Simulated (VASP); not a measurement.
Input of a VASP 6.6.1 run:

Contents of INCAR:

```
PREC = Accurate
ENCUT = 690
EDIFF = 1E-6
ISMEAR = -1
SIGMA = 0.05
LREAL = False
LASPH = True
NELM = 200
ALGO = Normal
ISIF = 2
LWAVE = False
LCHARG = False
ISPIN = 2
MAGMOM = 0 0 1.25 1.25
LORBIT = 11
NUPDOWN = 2.5
LMAXMIX = 4
GGA = PE
NBANDS = 45
GGA_COMPAT = False
```

File KPOINTS:

```
Automatic mesh
0
Gamma
  7 7 5
```

Contents of POSCAR:

```
NiSb
1.0
    3.9280000000      0.0000000000      0.0000000000
   -1.9640000000      3.4017477861      0.0000000000
    0.0000000000      0.0000000000      5.1200000000
Sb Ni
2 2
Direct
    0.6666666667      0.3333333333      0.7500000000
    0.3333333333      0.6666666667      0.2500000000
    0.0000000000      0.0000000000      0.5000000000
    0.0000000000      0.0000000000      0.0000000000
```

Potentials or basis: VASP PAW PBE potentials, release 64 (Sb_d_GW, Ni_sv_GW).

Launch:

```console
$ cat potpaw_PBE.64/Sb_d_GW/POTCAR potpaw_PBE.64/Ni_sv_GW/POTCAR > POTCAR
$ mpirun -np 1 vasp_std > vasp.out
```

(1) Estimate the pressure.

Answers

(1) 9.3 GPa.

Caveat: the cell stands under pressure; the total moment is fixed, so each spin has its own Fermi level and the state may be an excited one.
